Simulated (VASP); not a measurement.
# Be (P6_3/mmc) in VASP: further runs

Runs on Be. Level: PBE. Tasks: single point.

All numbers are computed with VASP 6.6.1; they aren't measurements. Logs are shortened: lines on timing, memory, paths and dates and some standing lists are left out, and cuts for length are marked.

## 1. The cell of the first run

Symmetry: P6_3/mmc, No. 194, hexagonal system. The conventional cell has a = 2.266 Å, b = 2.266 Å, c = 3.559 Å, α = 90.00°, β = 90.00°, γ = 120.00°. Within 2.9 Å of Be (site symmetry -6m2) lie 12 Be at 2.21 to 2.27 Å.

## 2. Single point, PBE

INCAR

```
PREC = Accurate
ENCUT = 520
EDIFF = 1E-6
ISMEAR = 0
SIGMA = 0.03
LREAL = F
LASPH = T
NELM = 60
ALGO = Normal
ISIF = 2
LWAVE = F
LCHARG = F
GGA = PE
NBANDS = 9
```

KPOINTS

```
Automatic mesh
0
Gamma
  16 16 9
```

POSCAR

```
Be
1.0
    2.2656737714      0.0000000000      0.0000000000
   -1.1328368857      1.9621310427      0.0000000000
    0.0000000000      0.0000000000      3.5587036811
Be
2
Direct
    0.3333333333      0.6666666667      0.2500000000
    0.6666666667      0.3333333333      0.7500000000
```

Potentials or basis: VASP PAW PBE potentials, release 64 (Be).

Command:

```sh
$ cat potpaw_PBE.64/Be/POTCAR > POTCAR
$ mpirun -np 1 vasp_std > vasp.out
```

OUTCAR:

```text
PREC = Accurate
   ENCUT = 520
   EDIFF = 1E-6
   ISMEAR = 0
   LREAL = F
   LASPH = T
   NELM = 60
   ISIF = 2
   GGA = PE

 ion  position               nearest neighbor table
   1  0.333  0.667  0.250-   2 2.21   2 2.21   2 2.21   2 2.21   2 2.21   2 2.21
   2  0.667  0.333  0.750-   1 2.21   1 2.21   1 2.21   1 2.21   1 2.21   1 2.21

  LATTYP: Found a hexagonal cell.
 ALAT       =     2.2656737714
 C/A-ratio  =     1.5707043644

  Lattice vectors:

 A1 = (   2.2656737714,   0.0000000000,   0.0000000000)
 A2 = (  -1.1328368857,   1.9621310427,   0.0000000000)
 A3 = (   0.0000000000,   0.0000000000,   3.5587036811)

Analysis of symmetry for initial positions (statically):
=====================================================================
 Subroutine PRICEL returns:
 Original cell was already a primitive cell.

 Routine SETGRP: Setting up the symmetry group for a
 hexagonal supercell.

 Subroutine GETGRP returns: Found 24 space group operations
 (whereof 12 operations were pure point group operations)
 out of a pool of 24 trial point group operations.

The static configuration has the point symmetry D_3d.
 The point group associated with its full space group is D_6h.

Analysis of symmetry for dynamics (positions and initial velocities):
=====================================================================
 Subroutine PRICEL returns:
 Original cell was already a primitive cell.

 Routine SETGRP: Setting up the symmetry group for a
 hexagonal supercell.

 Subroutine GETGRP returns: Found 24 space group operations
 (whereof 12 operations were pure point group operations)
 out of a pool of 24 trial point group operations.

The dynamic configuration has the point symmetry D_3d.
 The point group associated with its full space group is D_6h.

 Subroutine INISYM returns: Found 24 space group operations
 (whereof 12 operations are pure point group operations),
 and found     1 'primitive' translations

----------------------------------------------------------------------------------------

                                     Primitive cell

  volume of cell :      15.8204

  direct lattice vectors                    reciprocal lattice vectors
     2.265673771  0.000000000  0.000000000     0.441369809  0.254824978  0.000000000
    -1.132836886  1.962131043  0.000000000     0.000000000  0.509649956  0.000000000
     0.000000000  0.000000000  3.558703681     0.000000000  0.000000000  0.281001199
[... 89 lines left out ...]
   NFREE  =      0    steps in history (QN), initial steepest desc. (CG)
   ISIF   =      2    stress and relaxation
   ISYM   =      2    0-nonsym 1-usesym 2-fastsym
   POTIM  = 0.5000    time-step for ionic-motion
   TEBEG  =    0.0;   TEEND  =   0.0 temperature during run
   PSTRESS=    0.0 pullay stress
   NELECT =       4.0000    total number of electrons
   NUPDOWN=      -1.0000    fix difference up-down
   EMIN   =  10.00;   EMAX   =-10.00  energy-range for DOS
   EFERMI =   0.00;   METHOD = LEGACY
   ISMEAR =     0;   SIGMA  =   0.03  broadening in eV -4-tet -1-fermi 0-gaus
   EFERMI_NEDOS =   21; number of points for ismear=-14 and -15
   IALGO  =     38    algorithm
   IMIX   =      4    mixing-type and parameters
     AMIX     =   0.40;   BMIX     =  1.00
     AMIX_MAG =   1.60;   BMIX_MAG =  1.00
  volume/ion in A,a.u.               =       7.91        53.38
  Fermi-wavevector in a.u.,A,eV,Ry     =   1.035196  1.956236 14.580411  1.071630
  Thomas-Fermi vector in A             =   2.169527
   LORBIT       =      0    0 simple, 1 ext, 2 COOP (PROOUT), +10 PAW based schemes
   GGA     = PE    functional components
   LHFCALC =     F    Hartree Fock is set to
   AEXX    =    0.0000 exact exchange contribution
   IVDW    =     0    specifies the selected vdW correction
   LEPSILON=     F    determine dielectric tensor
   LRPA    =     F    only Hartree local field effects (RPA)
 non-spin polarized calculation
 Gauss-broadening in eV      SIGMA  =   0.03
  energy-cutoff  :      520.00
  volume of cell :       15.82
 maximum number of plane-waves:       440
 NGX is ok and might be reduce to    18
   NGX =  9   NGY =  9   NGZ = 13

 number of electron       4.0000000 magnetization

 Free energy of the ion-electron system (eV)
  ---------------------------------------------------
  ext. energy  EPLUGINS =         0.00000000
  ---------------------------------------------------
  free energy    TOTEN  =        -7.53837634 eV

  energy without entropy =       -7.53829336  energy(sigma->0) =       -7.53833485

 E-fermi :   7.0065     XC(G=0): -10.6038

 val. band max:        6.9804182889   @ k =   0.3125   0.1250   0.0000
 cond. band min:       7.0325170527   @ k =   0.2500   0.2500   0.1111
 fundamental gap:      0.0520987638
 Fermi energy:         7.0064662070

 k-point     1 :       0.0000    0.0000    0.0000
  band No.  band energies     occupation
      1      -4.3276      2.00000
      2       2.6047      2.00000
      3       8.1740      0.00000
      4      22.9599      0.00000
      5      22.9599      0.00000
      6      25.8196      0.00000
      7      25.8196      0.00000
      8      27.9891      0.00000
      9      34.0856      0.00000
[... 265 lines left out ...]
 k-point    24 :       0.2500    0.1875    0.0000
  band No.  band energies     occupation
      1      -0.1594      2.00000
      2       7.9470      0.00000
      3       8.0416      0.00000
      4      10.8668      0.00000
      5      14.6839      0.00000
      6      18.9285      0.00000
      7      21.7584      0.00000
      8      22.8958      0.00000
      9      24.0982      0.00000

 [... further k-points ...]

------------------------ aborting loop because EDIFF is reached ----------------------------------------

  FORCE on cell =-STRESS in cart. coord.  units (eV):
  Direction    XX          YY          ZZ          XY          YZ          ZX
  --------------------------------------------------------------------------------------
  -------------------------------------------------------------------------------------
  Total        0.0253354      0.0253354     -0.0051751      0.0000000     -0.0000000      0.0000000
  in kB        2.5657921      2.5657921     -0.5240944      0.0000000     -0.0000000      0.0000000
  external PRESSURE =       1.5358299 kB  Pullay stress =       0.0000000 kB

 VOLUME and BASIS-vectors are now :
 -----------------------------------------------------------------------------
  energy-cutoff  :      520.00
  volume of cell :       15.82
      direct lattice vectors                 reciprocal lattice vectors
     2.265673771  0.000000000  0.000000000     0.441369809  0.254824978  0.000000000
    -1.132836886  1.962131043  0.000000000     0.000000000  0.509649956  0.000000000
     0.000000000  0.000000000  3.558703681     0.000000000  0.000000000  0.281001199

 POSITION                                       TOTAL-FORCE (eV/Angst)
 -----------------------------------------------------------------------------------
     -0.00000      1.30809      0.88968        -0.000000     -0.000000      0.000000
      1.13284      0.65404      2.66903         0.000000      0.000000      0.000000
 -----------------------------------------------------------------------------------
    total drift:                                0.000000     -0.000000      0.000000

  FREE ENERGIE OF THE ION-ELECTRON SYSTEM (eV)
  ---------------------------------------------------
  free  energy   TOTEN  =        -7.5383763378 eV

  energy  without entropy=       -7.5382933605  energy(sigma->0) =       -7.53833485
```

OSZICAR:

```text
N       E                     dE             d eps       ncg     rms          rms(c)
DAV:   1    -0.297073608813E+01   -0.29707E+01   -0.17827E+03  2724   0.364E+02
DAV:   2    -0.755765449952E+01   -0.45869E+01   -0.44542E+01  4216   0.536E+01
DAV:   3    -0.760278781255E+01   -0.45133E-01   -0.45055E-01  3036   0.369E+00
DAV:   4    -0.760285489529E+01   -0.67083E-04   -0.67079E-04  3365   0.148E-01
DAV:   5    -0.760285493114E+01   -0.35849E-07   -0.35743E-07  3032   0.321E-03    0.121E+00
DAV:   6    -0.755678894133E+01    0.46066E-01   -0.59944E-03  2950   0.774E-01    0.744E-01
DAV:   7    -0.753839969268E+01    0.18389E-01   -0.65265E-03  2932   0.806E-01    0.275E-02
DAV:   8    -0.753837765717E+01    0.22036E-04   -0.15132E-05  2944   0.322E-02    0.948E-03
DAV:   9    -0.753837653190E+01    0.11253E-05   -0.28289E-06  3103   0.143E-02    0.108E-03
DAV:  10    -0.753837633783E+01    0.19406E-06   -0.51358E-09  1670   0.591E-04
   1 F= -.75383763E+01 E0= -.75383348E+01  d E =-.829773E-04
```

It took 8.9 s on 1 thread of Intel Xeon Platinum 8488C (Sapphire Rapids), shared host; peak memory 0.13 GiB.

Results:

```yaml
Free_energy: -7.5384 eV
Pressure: 0.2 GPa
Band_gap_on_the_k_mesh: zero (band 2 reaches 7.95 eV, above the bottom of band 3 at 6.35 eV)
```

## 3. Single point, PBE

INCAR

```
PREC = Accurate
ENCUT = 520
EDIFF = 1E-6
ISMEAR = 0
SIGMA = 0.1
LREAL = False
LASPH = True
NELM = 80
ALGO = Normal
ISIF = 2
LWAVE = False
LCHARG = False
GGA = PE
NBANDS = 9
```

KPOINTS is that of step 2.

POSCAR is that of step 2.

Potentials or basis: VASP PAW PBE potentials, release 64 (Be).

Command:

```sh
$ cat potpaw_PBE.64/Be/POTCAR > POTCAR
$ mpirun -np 1 vasp_std > vasp.out
```

It took 8.9 s on 1 thread of Intel Xeon Platinum 8488C (Sapphire Rapids), shared host; peak memory 0.13 GiB.

Results (log left out):

* Free energy: -7.5387 eV
* Pressure: 0.1 GPa
* Band gap on the k mesh: zero (band 2 reaches 7.95 eV, above the bottom of band 3 at 6.35 eV)

Stress tensor (GPa, compression positive):
```
0.19 0.00 0.00
0.00 0.19 0.00
0.00 0.00 0.06
```

Levels at points of the mesh, in eV from the Fermi level:
| k point | band 1 | band 2 | band 3 | band 4 | band 5 |
| --- | --- | --- | --- | --- | --- |
| (0.00, 0.00, 0.00) | -11.33 | -4.39 | 1.18 | 15.96 | 15.96 |
| (0.50, 0.00, 0.00) | -4.99 | -3.12 | 3.66 | 6.52 | 6.80 |

## 4. Single point, PBE

INCAR

```
SYSTEM = Be
PREC = Accurate ; ENCUT = 520
EDIFF = 1E-6 ; ISMEAR = 0
SIGMA = 0.2 ; LREAL = .False.
LASPH = .True. ; NELM = 100
ALGO = Normal ; ISIF = 2
LWAVE = .False. ; LCHARG = .False.
GGA = PE ; NBANDS = 9
```

KPOINTS

```
Automatic mesh
0
Gamma
  16 16 9
  0 0 0
```

POSCAR is that of step 3.

Command:

```sh
$ cat potpaw_PBE.64/Be/POTCAR > POTCAR
$ mpirun -np 1 vasp_std > vasp.out
```

It took 8.6 s on 1 thread of Intel Xeon Platinum 8488C (Sapphire Rapids), shared host; peak memory 0.13 GiB.

Results (log left out):

- Free energy: -7.5395 eV
- Pressure: 0.1 GPa
- Band gap on the k mesh: zero (band 2 reaches 7.95 eV, above the bottom of band 3 at 6.35 eV)

Levels at points of the mesh, in eV from the Fermi level:
```csv
k point,band 1,band 2,band 3,band 4,band 5,band 6
"(0.00, 0.00, 0.00)",-11.30,-4.37,1.20,15.98,15.98,18.84
"(0.50, 0.00, 0.00)",-4.97,-3.10,3.68,6.55,6.83,9.41
```

## 5. Overview

```tsv
smearing	gap on the mesh (eV)	pressure (GPa)
gaussian 0.03 eV	none	0.2
gaussian 0.1 eV	none	0.1
gaussian 0.2 eV	none	0.1
```

Alike in all rows: task single point; level PBE; potentials or basis VASP PAW PBE potentials, release 64 (Be); no spin polarisation; cell as given; k mesh 16 × 16 × 9; cutoff (eV) 520.

Every run on the cell as given and a fine mesh finds a metal.

Total energies depend on the potentials used, so only differences within one code and one set of settings carry meaning.
